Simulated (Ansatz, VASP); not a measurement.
## Two plane-wave programs on Ba2C

The input INCAR:

```
ALGO     = Normal         # electronic algorithm
DIPOL    = 0.5 0.5 0.500
EDIFF    = 1E-6           # SCF threshold, eV
ENCUT    = 1000           # plane-wave cutoff, eV
GGA      = PE             # functional
GGA_COMPAT= F            
IDIPOL   = 3            
ISIF     = 2              # what is computed and relaxed
ISMEAR   = 0              # smearing method
LASPH    = T              # aspherical terms in the spheres
LCHARG   = F              # write CHGCAR
LDIPOL   = T            
LREAL    = F              # projectors in reciprocal space
LWAVE    = F              # write WAVECAR
NBANDS   = 19             # bands
NELM     = 120            # most SCF steps
NELMDL   = -8           
PREC     = Accurate       # precision mode
SIGMA    = 0.1            # smearing width, eV
```

KPOINTS

```
k-points
0
Gamma
  4 4 1
```

The input POSCAR:

```
Ba2C
1.0
    4.0916300000      0.0000000000      0.0000000000
    0.0000000000      4.0916300000      0.0000000000
    0.0000000000      0.0000000000     18.0000000000
Ba C
2 1
Direct
    0.0000000000      0.0000000000      0.4127374800
    0.0000000000      0.0000000000      0.5872625200
    0.5000000000      0.5000000000      0.5000000000
```

Input for Ansatz:

```yaml
crystal:
  lattice:
    - [4.09163, 0.0, 0.0]
    - [0.0, 4.09163, 0.0]
    - [0.0, 0.0, 18.0]
  atoms:
    - { symbol: Ba, position: [0.0, 0.0, 0.41273748] }
    - { symbol: Ba, position: [0.0, 0.0, 0.58726252] }
    - { symbol: C, position: [0.5, 0.5, 0.5] }
  periodic: [true, true, false]
basis:
  ecutwfc: 420
kpoints:
  mp_grid: { grid: [4, 4, 1] }
hamiltonian:
  xc: pbe
scf:
  occupations: { method: gaussian, width: 0.1 }
  lower_state_search: "off"
output:
  forces: true
  stress: true
  eigenvalues: true
```

Alike in both runs: task single point; functional PBE; k mesh 4 × 4 × 1; occupations gaussian, width 0.1 eV; no spin polarisation.

```csv
,VASP,Ansatz
version,VASP 6.6.1,Ansatz 0.2.0
potentials or method,"VASP PAW PBE potentials, release 64 (Ba_sv, C_h), cutoff 1000 eV","scalar-relativistic, plane waves, PAW"
valence electrons in the cell,24,24
```

Ansatz gave:

```
gap on the k mesh at the Fermi level (eV) : none
rms of the force components (eV/Å)        : 0.012
```

Which values does VASP return?

gap on the k mesh at the Fermi level (eV): none; rms of the force components (eV/Å): 0.069.

Atom by atom the forces differ by 0.081 eV/Å (rms over components). A gap of «none» marks a metal or a gap that the smearing closes. Ansatz's warnings: slab cell height set.

The k mesh is coarse, so the values compare programs but aren't converged. Spin-orbit coupling is off throughout.
